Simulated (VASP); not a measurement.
# KF (CsCl type) (Pm-3m) in VASP: single point with PBE

Aim: the single point of KF (CsCl type) with PBE.

All numbers are computed with VASP 6.6.1; they aren't measurements. Logs are shortened: lines on timing, memory, paths and dates and some standing lists are left out, and cuts for length are marked.

## 1. The cell of the first run

The structure is cubic, space group Pm-3m (No. 221). The conventional cell has a = 2.460 Å, b = 2.460 Å, c = 2.460 Å, α = 90.00°, β = 90.00°, γ = 90.00°. Within 2.8 Å of K (site symmetry m-3m) lie 8 F at 2.13 Å and 6 K at 2.46 Å. Within 2.8 Å of F (site symmetry m-3m) lie 8 K at 2.13 Å and 6 F at 2.46 Å.

## 2. Single point, PBE

INCAR reads:

```
SYSTEM = KF
PREC     = Accurate       ! precision mode
ENCUT    = 520            ! plane-wave cutoff, eV
EDIFF    = 1E-7           ! SCF threshold, eV
ISMEAR   = -1             ! smearing method
SIGMA    = 0.05           ! smearing width, eV
LREAL    = .False.        ! projectors in reciprocal space
LASPH    = .True.         ! aspherical terms in the spheres
NELM     = 100            ! most SCF steps
ALGO     = Normal         ! electronic algorithm
ISIF     = 2              ! what is computed and relaxed
LWAVE    = .False.        ! write WAVECAR
LCHARG   = .False.        ! write CHGCAR
GGA      = PE             ! functional
NBANDS   = 15             ! bands
ISYM     = 0
```

KPOINTS reads:

```
Automatic mesh
0
Gamma
  14 14 14
  0 0 0
```

POSCAR reads:

```
KF
1.0
    2.4595919960      0.0000000000      0.0000000000
    0.0000000000      2.4595919960      0.0000000000
    0.0000000000      0.0000000000      2.4595919960
K F
1 1
Direct
    0.0000000000      0.0000000000      0.0000000000
    0.5000000000      0.5000000000      0.5000000000
```

Potentials or basis: VASP PAW PBE potentials, release 64 (K_sv, F).

Started as:

```sh
$ cat potpaw_PBE.64/K_sv/POTCAR potpaw_PBE.64/F/POTCAR > POTCAR
$ mpirun -np 1 vasp_std > vasp.out
```

OUTCAR:

```text
SYSTEM = KF
   PREC = Accurate
   ENCUT = 520
   EDIFF = 1E-7
   ISMEAR = -1
   LREAL = .False.
   LASPH = .True.
   NELM = 100
   ISIF = 2
   GGA = PE
   ISYM = 0

 ion  position               nearest neighbor table
   1  0.000  0.000  0.000-   2 2.13   2 2.13   2 2.13   2 2.13   2 2.13   2 2.13   2 2.13   2 2.13

   2  0.500  0.500  0.500-   1 2.13   1 2.13   1 2.13   1 2.13   1 2.13   1 2.13   1 2.13   1 2.13

IMPORTANT INFORMATION: All symmetrisations will be switched off!
NOSYMM: (Re-)initialisation of all symmetry stuff for point group C_1.

----------------------------------------------------------------------------------------

                                     Primitive cell

  volume of cell :      14.8795

  direct lattice vectors                    reciprocal lattice vectors
     2.459591996  0.000000000  0.000000000     0.406571497  0.000000000  0.000000000
     0.000000000  2.459591996  0.000000000     0.000000000  0.406571497  0.000000000
     0.000000000  0.000000000  2.459591996     0.000000000  0.000000000  0.406571497

  length of vectors
     2.459591996  2.459591996  2.459591996     0.406571497  0.406571497  0.406571497

  position of ions in fractional coordinates (direct lattice)
     0.000000000  0.000000000  0.000000000
     0.500000000  0.500000000  0.500000000

  ion indices of the primitive-cell ions
   primitive index   ion index
                 1           1
                 2           2

----------------------------------------------------------------------------------------

 KPOINTS: Automatic mesh

Automatic generation of k-mesh.
 Grid dimensions read from file:
 generate k-points for:   14   14   14

 Generating k-lattice:

  Cartesian coordinates                     Fractional coordinates (reciprocal lattice)
     0.029040821  0.000000000  0.000000000     0.071428571  0.000000000  0.000000000
     0.000000000  0.029040821  0.000000000     0.000000000  0.071428571  0.000000000
     0.000000000  0.000000000  0.029040821     0.000000000  0.000000000  0.071428571

  Length of vectors
     0.029040821  0.029040821  0.029040821

  Shift w.r.t. Gamma in fractional coordinates (k-lattice)
     0.000000000  0.000000000  0.000000000

 Subroutine IBZKPT returns following result:
 ===========================================

 Found   1376 irreducible k-points:

 Following reciprocal coordinates:
            Coordinates               Weight
  0.000000  0.000000  0.000000      1.000000
  0.071429  0.000000  0.000000      2.000000
  0.000000  0.071429  0.000000      2.000000
  0.000000  0.000000  0.071429      2.000000
  0.142857  0.000000  0.000000      2.000000
  0.000000  0.142857  0.000000      2.000000
[... 16 lines left out ...]
  0.071429  0.071429  0.000000      2.000000
  0.000000  0.071429  0.071429      2.000000
 [... further k-points ...]
   k-points           NKPTS =   1376   k-points in BZ     NKDIM =   1376   number of bands    NBANDS=     15
   number of dos      NEDOS =    301   number of ions     NIONS =      2
   total plane-waves  NPLWV =   5832
   dimension x,y,z NGX =    18 NGY =   18 NGZ =   18
   dimension x,y,z NGXF=    36 NGYF=   36 NGZF=   36
   ions per type =               1   1
   NGX,Y,Z   is equivalent  to a cutoff of  12.17, 12.17, 12.17 a.u.
   NGXF,Y,Z  is equivalent  to a cutoff of  24.33, 24.33, 24.33 a.u.
 SYSTEM =  KF
   PREC   = accura    normal or accurate (medium, high low for compatibility)
   ISTART =      0    job   : 0-new  1-cont  2-samecut
   ICHARG =      2    charge: 1-file 2-atom 10-const
   ISPIN  =      1    spin polarized calculation?
   LNONCOLLINEAR =      F non collinear calculations
   LSORBIT =      F    spin-orbit coupling
   LASPH  =      T    aspherical Exc in radial PAW
   ENCUT  =  520.0 eV  38.22 Ry    6.18 a.u.   4.57  4.57  4.57*2*pi/ulx,y,z
   NELM   =    100;   NELMIN=  2; NELMDL= -5     # of ELM steps
   EDIFF  = 0.1E-06   stopping-criterion for ELM
   LREAL  =      F    real-space projection
   EDIFFG = 0.1E-05   stopping-criterion for IOM
   NSW    =      0    number of steps for IOM
   IBRION =     -1    ionic relax: 0-MD 1-quasi-New 2-CG
   NFREE  =      0    steps in history (QN), initial steepest desc. (CG)
   ISIF   =      2    stress and relaxation
   ISYM   =      0    0-nonsym 1-usesym 2-fastsym
   POTIM  = 0.5000    time-step for ionic-motion
   TEBEG  =    0.0;   TEEND  =   0.0 temperature during run
   PSTRESS=    0.0 pullay stress
   NELECT =      16.0000    total number of electrons
   NUPDOWN=      -1.0000    fix difference up-down
   EMIN   =  10.00;   EMAX   =-10.00  energy-range for DOS
   EFERMI =   0.00;   METHOD = LEGACY
   ISMEAR =    -1;   SIGMA  =   0.05  broadening in eV -4-tet -1-fermi 0-gaus
   EFERMI_NEDOS =   21; number of points for ismear=-14 and -15
   IALGO  =     38    algorithm
   IMIX   =      4    mixing-type and parameters
     AMIX     =   0.40;   BMIX     =  1.00
     AMIX_MAG =   1.60;   BMIX_MAG =  1.00
  volume/ion in A,a.u.               =       7.44        50.21
  Fermi-wavevector in a.u.,A,eV,Ry     =   1.677201  3.169450 38.273228  2.813003
  Thomas-Fermi vector in A             =   2.761509
   LORBIT       =      0    0 simple, 1 ext, 2 COOP (PROOUT), +10 PAW based schemes
   GGA     = PE    functional components
   LHFCALC =     F    Hartree Fock is set to
   AEXX    =    0.0000 exact exchange contribution
   IVDW    =     0    specifies the selected vdW correction
   LEPSILON=     F    determine dielectric tensor
   LRPA    =     F    only Hartree local field effects (RPA)
 non-spin polarized calculation
  energy-cutoff  :      520.00
  volume of cell :       14.88
 maximum number of plane-waves:       432
   NGX =  9   NGY =  9   NGZ =  9

 number of electron      15.9999998 magnetization

 Free energy of the ion-electron system (eV)
  ---------------------------------------------------
  ext. energy  EPLUGINS =         0.00000000
  ---------------------------------------------------
  free energy    TOTEN  =        -1.93540445 eV

  energy without entropy =       -1.93540445  energy(sigma->0) =       -1.93540445

 E-fermi :   4.8877     XC(G=0): -13.8614

 val. band max:        3.8588688769   @ k =   0.0000   0.0000   0.0000
 cond. band min:      10.7226088252   @ k =   0.0000   0.0000   0.0000
 fundamental gap:      6.8637399483
 Fermi energy:         4.8876687981

 k-point     1 :       0.0000    0.0000    0.0000
  band No.  band energies     occupation
      1     -25.6101      2.00000
      2     -15.8768      2.00000
      3      -4.8857      2.00000
      4      -4.8857      2.00000
      5      -4.8857      2.00000
      6       3.8589      2.00000
      7       3.8589      2.00000
      8       3.8589      2.00000
      9      10.7226      0.00000
     10      10.7226      0.00000
     11      20.6707      0.00000
     12      22.7980      0.00000
     13      22.7980      0.00000
     14      22.7980      0.00000
     15      35.4276      0.00000

 k-point     2 :       0.0714    0.0000    0.0000
  band No.  band energies     occupation
      1     -25.5279      2.00000
      2     -15.9822      2.00000
      3      -5.0376      2.00000
      4      -4.8258      2.00000
      5      -4.8258      2.00000
      6       3.6713      2.00000
      7       3.7775      2.00000
      8       3.7775      2.00000
      9      10.8050      0.00000
     10      11.1567      0.00000
     11      20.9069      0.00000
     12      22.6437      0.00000
     13      22.6437      0.00000
     14      22.8451      0.00000
     15      34.2033      0.00000

 k-point     3 :       0.0000    0.0714    0.0000
  band No.  band energies     occupation
      1     -25.5279      2.00000
      2     -15.9822      2.00000
      3      -5.0376      2.00000
      4      -4.8258      2.00000
      5      -4.8258      2.00000
      6       3.6713      2.00000
      7       3.7775      2.00000
      8       3.7775      2.00000
      9      10.8050      0.00000
     10      11.1567      0.00000
     11      20.9069      0.00000
     12      22.6437      0.00000
     13      22.6437      0.00000
     14      22.8451      0.00000
     15      34.2033      0.00000

 k-point     4 :       0.0000    0.0000    0.0714
  band No.  band energies     occupation
      1     -25.5279      2.00000
      2     -15.9822      2.00000
      3      -5.0376      2.00000
      4      -4.8258      2.00000
      5      -4.8258      2.00000
      6       3.6713      2.00000
      7       3.7775      2.00000
      8       3.7775      2.00000
      9      10.8050      0.00000
     10      11.1567      0.00000
     11      20.9069      0.00000
     12      22.6437      0.00000
     13      22.6437      0.00000
     14      22.8451      0.00000
     15      34.2033      0.00000
[... 307 lines left out ...]
 k-point    22 :       0.0000    0.0000    0.5000
  band No.  band energies     occupation
      1     -23.0536      2.00000
      2     -19.2108      2.00000
      3      -6.2627      2.00000
      4      -3.3069      2.00000
      5      -3.3069      2.00000
      6       0.3179      2.00000
      7       1.7896      2.00000
      8       1.7896      2.00000
      9      12.8995      0.00000
     10      19.1057      0.00000
     11      20.7145      0.00000
     12      20.7145      0.00000
     13      23.8596      0.00000
     14      24.4489      0.00000
     15      27.2884      0.00000

 k-point    23 :       0.0714    0.0714    0.0000
  band No.  band energies     occupation
      1     -25.4459      2.00000
      2     -16.0770      2.00000
      3      -5.2380      2.00000
      4      -4.7666      2.00000
      5      -4.7305      2.00000
      6       3.3783      2.00000
      7       3.7017      2.00000
      8       3.8223      2.00000
      9      11.0621      0.00000
     10      11.4098      0.00000
     11      21.0724      0.00000
     12      22.4510      0.00000
     13      22.5266      0.00000
     14      22.9117      0.00000
     15      33.9637      0.00000

 k-point    24 :       0.0000    0.0714    0.0714
  band No.  band energies     occupation
      1     -25.4459      2.00000
      2     -16.0770      2.00000
      3      -5.2380      2.00000
      4      -4.7666      2.00000
      5      -4.7305      2.00000
      6       3.3783      2.00000
      7       3.7017      2.00000
      8       3.8223      2.00000
      9      11.0621      0.00000
     10      11.4098      0.00000
     11      21.0724      0.00000
     12      22.4510      0.00000
     13      22.5266      0.00000
     14      22.9117      0.00000
     15      33.9637      0.00000

 [... further k-points ...]
[... 5 lines left out ...]
  --------------------------------------------------------------------------------------
  -------------------------------------------------------------------------------------
  Total       20.9211925     20.9211924     20.9211925     -0.0000000      0.0000001      0.0000000
  in kB     2252.7230587   2252.7230537   2252.7230637     -0.0000043      0.0000084      0.0000031
  external PRESSURE =    2252.7230587 kB  Pullay stress =       0.0000000 kB

 VOLUME and BASIS-vectors are now :
 -----------------------------------------------------------------------------
  energy-cutoff  :      520.00
  volume of cell :       14.88
      direct lattice vectors                 reciprocal lattice vectors
     2.459591996  0.000000000  0.000000000     0.406571497  0.000000000  0.000000000
     0.000000000  2.459591996  0.000000000     0.000000000  0.406571497  0.000000000
     0.000000000  0.000000000  2.459591996     0.000000000  0.000000000  0.406571497

 POSITION                                       TOTAL-FORCE (eV/Angst)
 -----------------------------------------------------------------------------------
      0.00000      0.00000      0.00000        -0.000000      0.000000      0.000000
      1.22980      1.22980      1.22980         0.000000     -0.000000     -0.000000
 -----------------------------------------------------------------------------------
    total drift:                                0.000000     -0.000000     -0.000000

  FREE ENERGIE OF THE ION-ELECTRON SYSTEM (eV)
  ---------------------------------------------------
  free  energy   TOTEN  =        -1.9354044530 eV

  energy  without entropy=       -1.9354044530  energy(sigma->0) =       -1.93540445
```

Run time: 6.1 min. Hardware: 1 thread of Oxide Virtual Turin-like, shared host; peak memory 0.35 GiB.

Results:

* Free energy: -1.9354 eV
* Pressure: 225.3 GPa
* Band gap on the k mesh: 6.86 eV, direct

Levels at points of the mesh, in eV from the valence-band top:
| k point | band 4 | band 5 | band 6 | band 7 | band 8 | band 9 | band 10 | band 11 | band 12 | band 13 |
| --- | --- | --- | --- | --- | --- | --- | --- | --- | --- | --- |
| (0.00, 0.00, 0.00) | -8.74 | -8.74 | 0.00 | 0.00 | 0.00 | 6.86 | 6.86 | 16.81 | 18.94 | 18.94 |
| (0.50, 0.00, 0.00) | -7.17 | -7.17 | -3.54 | -2.07 | -2.07 | 9.04 | 15.25 | 16.86 | 16.86 | 20.00 |
| (0.00, 0.50, 0.00) | -7.17 | -7.17 | -3.54 | -2.07 | -2.07 | 9.04 | 15.25 | 16.86 | 16.86 | 20.00 |
| (0.00, 0.00, 0.50) | -7.17 | -7.17 | -3.54 | -2.07 | -2.07 | 9.04 | 15.25 | 16.86 | 16.86 | 20.00 |
| (0.50, 0.50, 0.00) | -13.54 | -6.52 | -1.29 | -0.63 | -0.63 | 9.94 | 11.01 | 14.07 | 14.07 | 23.36 |
| (0.00, 0.50, 0.50) | -13.54 | -6.52 | -1.29 | -0.63 | -0.63 | 9.94 | 11.01 | 14.07 | 14.07 | 23.36 |
| (0.50, 0.00, 0.50) | -13.54 | -6.52 | -1.29 | -0.63 | -0.63 | 9.94 | 11.01 | 14.07 | 14.07 | 23.36 |
| (0.50, 0.50, 0.50) | -11.24 | -11.24 | -5.29 | -5.29 | -5.29 | 14.70 | 14.70 | 14.70 | 23.86 | 23.86 |

A k mesh can miss the band edges. A hybrid or GW would open this gap; PBE tends to underestimate it.
